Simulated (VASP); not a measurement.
# Al2Cu (P1) in VASP: notebook, part 2 of 2

VASP 6.6.1. The steps go on from the part before.

## 5. Relaxation of cell and atoms, PBEsol

The input, INCAR:

```
  PREC = Accurate
  ENCUT = 600
  EDIFF = 1E-6
  ISMEAR = 0
  SIGMA = 0.1
  LREAL = F
  LASPH = T
  NELM = 60
  ALGO = Fast
  ISIF = 3
  LWAVE = F
  LCHARG = F
  GGA = PS
  IBRION = 2
  NSW = 100
  EDIFFG = -0.005
```

The input, KPOINTS:

```
Automatic mesh
0
Gamma
  6 6 8
```

The input, POSCAR:

```
Al2Cu
1.0
    4.1051820000      0.0000000000      0.0000000000
    0.0000000000      4.1051820000      0.0000000000
    0.0000000000      0.0000000000      2.8913130000
Al Cu
2 1
Direct
    0.5166496157      0.0136165787      0.5050751731
    0.0062199064      0.5144214409      0.4969152411
   -0.0109561314     -0.0260262672      0.0572405625
```

Potentials or basis: VASP PAW PBE potentials, release 64 (Al, Cu).

Launch:

```bash
cat potpaw_PBE.64/Al/POTCAR potpaw_PBE.64/Cu/POTCAR > POTCAR
mpirun -np 1 vasp_std > vasp.out
```

OUTCAR:

```text
PREC = Accurate
   ENCUT = 600
   EDIFF = 1E-6
   ISMEAR = 0
   LREAL = F
   LASPH = T
   NELM = 60
   ISIF = 3
   GGA = PS
   IBRION = 2
   NSW = 100
   EDIFFG = -0.005

 ion  position               nearest neighbor table
   1  0.517  0.014  0.505-   3 2.34   3 2.52   3 2.53   3 2.70   2 2.87   2 2.88   2 2.93   2 2.94

   2  0.006  0.514  0.497-   3 2.28   3 2.49   3 2.56   3 2.75   1 2.87   1 2.88   1 2.93   1 2.94

   3  0.989  0.974  0.057-   2 2.28   1 2.34   2 2.49   1 2.52   1 2.53   2 2.56   1 2.70   2 2.75

  LATTYP: Found a simple tetragonal cell.
 ALAT       =     4.1051820000
 C/A-ratio  =     0.7043081159

  Lattice vectors:

 A1 = (   4.1051820000,   0.0000000000,   0.0000000000)
 A2 = (   0.0000000000,   4.1051820000,   0.0000000000)
 A3 = (   0.0000000000,   0.0000000000,   2.8913130000)

Analysis of symmetry for initial positions (statically):
=====================================================================
 Subroutine PRICEL returns:
 Original cell was already a primitive cell.

 Routine SETGRP: Setting up the symmetry group for a
 simple tetragonal supercell.

 Subroutine GETGRP returns: Found  1 space group operations
 (whereof  1 operations were pure point group operations)
 out of a pool of 16 trial point group operations.

The static configuration has the point symmetry C_1 .

Analysis of symmetry for dynamics (positions and initial velocities):
=====================================================================
 Subroutine PRICEL returns:
 Original cell was already a primitive cell.

 Routine SETGRP: Setting up the symmetry group for a
 simple tetragonal supercell.

 Subroutine GETGRP returns: Found  1 space group operations
 (whereof  1 operations were pure point group operations)
 out of a pool of 16 trial point group operations.

The dynamic configuration has the point symmetry C_1 .

 Subroutine INISYM returns: Found  1 space group operations
 (whereof  1 operations are pure point group operations),
 and found     1 'primitive' translations

----------------------------------------------------------------------------------------

                                     Primitive cell

  volume of cell :      48.7259

  direct lattice vectors                    reciprocal lattice vectors
     4.105182000  0.000000000  0.000000000     0.243594559  0.000000000  0.000000000
     0.000000000  4.105182000  0.000000000     0.000000000  0.243594559  0.000000000
     0.000000000  0.000000000  2.891313000     0.000000000  0.000000000  0.345863627

  length of vectors
     4.105182000  4.105182000  2.891313000     0.243594559  0.243594559  0.345863627

  position of ions in fractional coordinates (direct lattice)
     0.516649616  0.013616579  0.505075173
     0.006219906  0.514421441  0.496915241
     0.989043869  0.973973733  0.057240562

  ion indices of the primitive-cell ions
   primitive index   ion index
                 1           1
                 2           2
                 3           3

----------------------------------------------------------------------------------------

 KPOINTS: Automatic mesh

Automatic generation of k-mesh.
 Grid dimensions read from file:
 generate k-points for:    6    6    8

 Generating k-lattice:

  Cartesian coordinates                     Fractional coordinates (reciprocal lattice)
[... 65 lines left out ...]
   NFREE  =      1    steps in history (QN), initial steepest desc. (CG)
   ISIF   =      3    stress and relaxation
   ISYM   =      2    0-nonsym 1-usesym 2-fastsym
   POTIM  = 0.5000    time-step for ionic-motion
   TEBEG  =    0.0;   TEEND  =   0.0 temperature during run
   PSTRESS=    0.0 pullay stress
   NELECT =      17.0000    total number of electrons
   NUPDOWN=      -1.0000    fix difference up-down
   EMIN   =  10.00;   EMAX   =-10.00  energy-range for DOS
   EFERMI =   0.00;   METHOD = LEGACY
   ISMEAR =     0;   SIGMA  =   0.10  broadening in eV -4-tet -1-fermi 0-gaus
   EFERMI_NEDOS =   21; number of points for ismear=-14 and -15
   IALGO  =     68    algorithm
   IMIX   =      4    mixing-type and parameters
     AMIX     =   0.40;   BMIX     =  1.00
     AMIX_MAG =   1.60;   BMIX_MAG =  1.00
  volume/ion in A,a.u.               =      16.24       109.61
  Fermi-wavevector in a.u.,A,eV,Ry     =   1.152492  2.177894 18.071765  1.328237
  Thomas-Fermi vector in A             =   2.289142
   LORBIT       =      0    0 simple, 1 ext, 2 COOP (PROOUT), +10 PAW based schemes
   GGA     = PS    functional components
   LHFCALC =     F    Hartree Fock is set to
   AEXX    =    0.0000 exact exchange contribution
   IVDW    =     0    specifies the selected vdW correction
   LEPSILON=     F    determine dielectric tensor
   LRPA    =     F    only Hartree local field effects (RPA)
 conjugate gradient relaxation of ions
 non-spin polarized calculation
 RMM-DIIS sequential band-by-band and
 Gauss-broadening in eV      SIGMA  =   0.10
  energy-cutoff  :      600.00
  volume of cell :       48.73
 maximum number of plane-waves:      1660
 NGX is ok and might be reduce to    36
   NGX = 17   NGY = 17   NGZ = 11

--------------------------------------- Ionic step        1  -------------------------------------------

 number of electron      16.9999999 magnetization

 Free energy of the ion-electron system (eV)
  ---------------------------------------------------
  ext. energy  EPLUGINS =         0.00000000
  ---------------------------------------------------
  free energy    TOTEN  =       -12.33361359 eV

  energy without entropy =      -12.32689020  energy(sigma->0) =      -12.33025190

------------------------ aborting loop because EDIFF is reached ----------------------------------------

  FORCE on cell =-STRESS in cart. coord.  units (eV):
  Direction    XX          YY          ZZ          XY          YZ          ZX
  --------------------------------------------------------------------------------------
  -------------------------------------------------------------------------------------
  Total        0.1471429      0.6292348     -0.4699564     -0.1542651     -0.6708456     -0.3776647
  in kB        4.8382683     20.6901359    -15.4528373     -5.0724566    -22.0583590    -12.4181527
  external PRESSURE =       3.3585223 kB  Pullay stress =       0.0000000 kB
[... 92 lines left out ...]
  FREE ENERGIE OF THE ION-ELECTRON SYSTEM (eV)
  ---------------------------------------------------
  free  energy   TOTEN  =       -12.5287770345 eV

  energy  without entropy=      -12.5244058506  energy(sigma->0) =      -12.52659144

[... ionic steps 4 to 42 ...]

--------------------------------------- Ionic step       43  -------------------------------------------

 number of electron      17.0000006 magnetization

------------------------ aborting loop because EDIFF is reached ----------------------------------------
[... 69 lines left out ...]
--------------------------------------- Ionic step       45  -------------------------------------------

 number of electron      17.0000006 magnetization

 Free energy of the ion-electron system (eV)
  ---------------------------------------------------
  ext. energy  EPLUGINS =         0.00000000
  ---------------------------------------------------
  free energy    TOTEN  =       -12.57071762 eV

  energy without entropy =      -12.56617349  energy(sigma->0) =      -12.56844556

 E-fermi :   7.4235     XC(G=0): -10.5756

 val. band max:        7.3568959619   @ k =   0.5000   0.1667   0.2500
 cond. band min:       7.4256190218   @ k =   0.5000   0.5000   0.5000
 fundamental gap:      0.0687230600
 Fermi energy:         7.4235280173

 k-point     1 :       0.0000    0.0000    0.0000
  band No.  band energies     occupation
      1      -3.4022      2.00000
      2       1.6669      2.00000
      3       2.2024      2.00000
      4       2.9104      2.00000
      5       3.1882      2.00000
      6       3.1887      2.00000
      7       4.6896      2.00000
      8       4.6942      2.00000
      9       6.9662      2.00000
     10       8.0047      0.00000
     11      13.1147      0.00000
     12      13.1349      0.00000
[... 331 lines left out ...]
 k-point    24 :      -0.1667    0.0000    0.1250
  band No.  band energies     occupation
      1      -2.8711      2.00000
      2       1.6010      2.00000
      3       2.2768      2.00000
      4       2.8566      2.00000
      5       2.8674      2.00000
      6       2.9536      2.00000
      7       4.0201      2.00000
      8       5.4406      2.00000
      9       7.6704      0.00048
     10       9.7056      0.00000
     11      11.0244      0.00000
     12      11.5024      0.00000

 [... further k-points ...]
[... 5 lines left out ...]
  --------------------------------------------------------------------------------------
  -------------------------------------------------------------------------------------
  Total        0.0067998      0.0076693      0.0070369      0.0039390     -0.0001738     -0.0000566
  in kB        0.2286156      0.2578487      0.2365873      0.1324333     -0.0058432     -0.0019031
  external PRESSURE =       0.2410172 kB  Pullay stress =       0.0000000 kB
[... 18 lines left out ...]
  FREE ENERGIE OF THE ION-ELECTRON SYSTEM (eV)
  ---------------------------------------------------
  free  energy   TOTEN  =       -12.5707176239 eV

  energy  without entropy=      -12.5661734899  energy(sigma->0) =      -12.56844556

 reached required accuracy - stopping structural energy minimisation
```

CONTCAR:

```text
Al2Cu
   1.00000000000000
     4.1282801474485877   -0.0012164030650382    0.0008595576110924
    -0.0012594034586315    4.1280483647822930    0.0013706658321157
    -0.0005747058862841   -0.0008780665488981    2.7963086757411797
  Al              Cu
     2     1
Direct
     0.5038803252925894    0.0011297314089042    0.5196118979384944
     0.0042161285202225    0.5005074085389549    0.5198541833235478
     0.0038169368871823    0.0003746124521423    0.0197648954379583

  0.00000000E+00  0.00000000E+00  0.00000000E+00
  0.00000000E+00  0.00000000E+00  0.00000000E+00
  0.00000000E+00  0.00000000E+00  0.00000000E+00
```

It took 28 min on 1 thread of AMD EPYC 7R13 (Zen 3), shared host; peak memory 0.25 GiB.

What came out:

```yaml
Free_energy: -12.5707 eV
Relaxed_volume: 15.88 Å³/atom
Relaxed_cell: a = 4.128 Å, b = 4.128 Å, c = 2.796 Å, α = 90.00°, β = 90.00°, γ = 90.03°
Space_group_after_relaxing_to_0.05_Å: P4/mmm (No. 123)
Energy_gained_by_relaxing: 79.0 meV/atom
Ionic_steps: 45
Pressure_after_relaxing: 0.0 GPa
Largest_force_after_relaxing: 0.004 eV/Å
```

Forces in eV/Å, atoms in the order of the input:
```
Al   0.001 -0.004  0.001
Al  -0.002  0.002 -0.001
Cu   0.000  0.002  0.000
```

Step by step:
| step | energy change (eV) | largest force (eV/Å) | pressure (GPa) | volume (Å³) |
| --- | --- | --- | --- | --- |
| 1 | 0.0000 | 1.7448 | 0.34 | 48.73 |
| 3 | -0.1952 | 0.3142 | -2.13 | 49.03 |
| 5 | -0.2238 | 0.2044 | 1.29 | 47.04 |
| 7 | -0.2332 | 0.1074 | 0.66 | 47.40 |
| 9 | -0.2346 | 0.0848 | -0.29 | 47.79 |
| 11 | -0.2358 | 0.0705 | -0.18 | 47.60 |
| 13 | -0.2362 | 0.0510 | 0.43 | 47.41 |
| 15 | -0.2368 | 0.0371 | 0.30 | 47.63 |
| 17 | -0.2369 | 0.0238 | 0.15 | 47.56 |
| 19 | -0.2369 | 0.0291 | 0.36 | 47.59 |
| 21 | -0.2370 | 0.0241 | -0.10 | 47.69 |
| 23 | -0.2371 | 0.0062 | -0.16 | 47.68 |
| 25 | -0.2371 | 0.0069 | 0.12 | 47.63 |
| 27 | -0.2371 | 0.0071 | -0.17 | 47.67 |
| 29 | -0.2371 | 0.0066 | -0.09 | 47.66 |
| 31 | -0.2371 | 0.0057 | 0.12 | 47.66 |
| 33 | -0.2371 | 0.0056 | 0.11 | 47.65 |
| 35 | -0.2371 | 0.0058 | 0.27 | 47.65 |
| 37 | -0.2371 | 0.0055 | 0.11 | 47.65 |
| 39 | -0.2371 | 0.0048 | -0.19 | 47.65 |
| 41 | -0.2371 | 0.0048 | -0.24 | 47.65 |
| 43 | -0.2371 | 0.0040 | -0.06 | 47.65 |
| 45 | -0.2371 | 0.0045 | 0.02 | 47.65 |

Final structure:
```
Al Cu
1.0
     4.12828   -0.00122    0.00086
    -0.00126    4.12805    0.00137
    -0.00057   -0.00088    2.79631
Al Cu
2 1
Cartesian
  2.0799 0.0036 1.4534
  0.0165 2.0657 1.4544
  0.0157 0.0015 0.0553
```

Caveat: the PAW data sets were made with another functional, which shifts forces and pressure a little.

## 6. Summary

| task | cell | k mesh | cutoff (eV) | gap on the mesh (eV) | pressure (GPa) | largest force (eV/Å) |
| --- | --- | --- | --- | --- | --- | --- |
| single point | a = 4.087, b = 4.103, c = 2.909 Å, angles 89.5, 90.3, 90.0°, 3 atoms | 4 × 4 × 6 | 520 | none | 2.1 | 2.29 |
| single point | a = 4.087, b = 4.103, c = 2.909 Å, angles 89.5, 90.3, 90.0°, 3 atoms | 6 × 6 × 8 | 520 | none | 2.2 | 2.28 |
| single point | a = 4.087, b = 4.103, c = 2.909 Å, angles 89.5, 90.3, 90.0°, 3 atoms | 8 × 8 × 10 | 520 | none | 2.1 | 2.27 |
| relaxation of cell and atoms | relaxed from a = 4.105, b = 4.105, c = 2.891 Å, 3 atoms | 6 × 6 × 8 | 600 | none | 0.0 | - |

Alike in all rows: level PBEsol; potentials or basis VASP PAW PBE potentials, release 64 (Al, Cu); no spin polarisation; smearing gaussian 0.1 eV.

Caveats: some runs use coarse meshes; the PAW data sets were made with another functional, which shifts forces and pressure a little.

Total energies depend on the potentials used, so only differences within one code and one set of settings carry meaning.
